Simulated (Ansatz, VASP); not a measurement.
## One calculation of Sn, two programs

```
CELL_PARAMETERS angstrom
-0.10804 3.27496 3.27496
3.27496 -0.10804 3.27496
3.27496 3.27496 -0.10804
ATOMIC_POSITIONS crystal
Sn 0.99717 0.99717 0.99717
Sn 0.25283 0.25283 0.25283
```

Change from the starting cell: epitaxial_111 strain +3.0%.

Alike in both runs: task single point; functional HSE06; k mesh 4 × 4 × 4; occupations fermi-dirac, width 0.02 eV; no spin polarisation.

```csv
,VASP,Ansatz
version,VASP 6.6.1,Ansatz 0.2.0
potentials or method,"VASP PAW PBE potentials, release 64 (Sn_d)","plane waves, PAW"
plane-wave cutoff (eV),520,420
valence electrons in the cell,28,28
```

|  | VASP | Ansatz | Ansatz less VASP |
| --- | --- | --- | --- |
| pressure (GPa) | -1.3 | -1.3 | +0.04 |
| traceless stress, the component that is largest in VASP (GPa) | 0.68 | 0.68 | 0.000 |
| rms of the force components (eV/Å) | 0.018 | 0.018 | +0.0002 |

Atom by atom the forces differ by 0.000 eV/Å (rms over components). Ansatz's warnings: filled band counts differ across k points, stress exchange threshold loose, stress scf threshold loose.

The k mesh is coarse, so the values compare programs but aren't converged.
